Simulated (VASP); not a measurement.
Set up this calculation in VASP 6.6.1, as the native input.

| Quantity | Value |
| --- | --- |
| Task | single point |
| Functional | PBEsol |
| Potentials or basis | VASP PAW PBE potentials, release 64 (Ti_sv) |
| Cutoff | 520 eV |
| k mesh | 16 × 16 × 16 |
| Occupations | gaussian, width 0.1 eV |
| Spin | no spin polarisation |
| Dipole correction | no |
| Further INCAR settings | ALGO = Fast; EDIFF = 1e-06; NBANDS = 19 |

The structure of Ti lies in POSCAR:

```
Ti
1.0
    3.2267029742      0.0000000000      0.0000000000
    0.0000000000      3.2267029742      0.0000000000
    0.0000000000      0.0000000000      3.1781298045
Ti
2
Direct
    0.0000000000      0.0000000000      0.0000000000
    0.5000000000      0.5000000000      0.5000000000
```

This cell differs from its parent crystal: uniaxial strain along c: -1.0 %, then relaxed in part.

The input as run:

INCAR

```
ALGO = Fast
EDIFF = 1E-6
ENCUT = 520
GGA = PS
ISIF = 2
ISMEAR = 0
LASPH = T
LCHARG = F
LREAL = F
LWAVE = F
NBANDS = 19
NELM = 60
PREC = Accurate
SIGMA = 0.1
```

KPOINTS

```
k-points
0
Gamma
  16 16 16
```

Potentials or basis: VASP PAW PBE potentials, release 64 (Ti_sv).

The run is started by

```sh
$ cat potpaw_PBE.64/Ti_sv/POTCAR > POTCAR
$ mpirun -np 1 vasp_std > vasp.out
```

Results of the run:

```json
{"Pressure": "-0.5 GPa", "Band gap on the k mesh": "zero (bands 12 and 13 overlap by 1.61 eV)"}
```

Caveat: the cell differs from its parent crystal (uniaxial strain along c: -1.0 %, then relaxed in part); the PAW data sets were made with another functional, which shifts forces and pressure a little.

Wall time 6 min on 1 thread of AMD EPYC 7R13 Processor (Zen 3) (shared host), peak memory 0.27 GiB.
